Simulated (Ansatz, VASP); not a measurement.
NaCl: VASP beside Ansatz

```
Cl Na
1.0
     0.00000    2.79406    2.79406
     2.79406    0.00000    2.79406
     2.79406    2.79406    0.00000
Cl Na
1 1
Direct
  0.50000 0.50000 0.50000
  0.00000 0.00000 0.00000
```

Alike in both runs: functional PBEsol-based global hybrid; k mesh 4 × 4 × 4; occupations fermi-dirac, width 0.05 eV; no spin polarisation.

|  | VASP | Ansatz |
| --- | --- | --- |
| version | VASP 6.6.1 | Ansatz 0.2.0 |
| potentials or method | VASP PAW PBE potentials, release 64 (Cl, Na_pv) | Ansatz PAW |
| plane-wave cutoff (eV) | 520 | 420 |
| valence electrons in the cell | 14 | 16 |
| task | single point | band structure |

```tsv
	VASP	Ansatz	Ansatz less VASP
gap on the k mesh at the Fermi level (eV)	7.18	7.17	-0.012
least direct gap on the mesh (eV)	7.18	7.17	-0.012
pressure (GPa)	-0.1	-0.1	+0.01
```

VASP's potentials were made for PBE, not for PBEsol-based global hybrid. With one functional, cell and mesh, what is left measures potentials, basis and numerics. VASP's potentials hold 14 valence electrons a cell and Ansatz's 16, so a difference there can come from the potentials and not from the codes.

The k mesh is coarse, so the values compare programs but aren't converged.
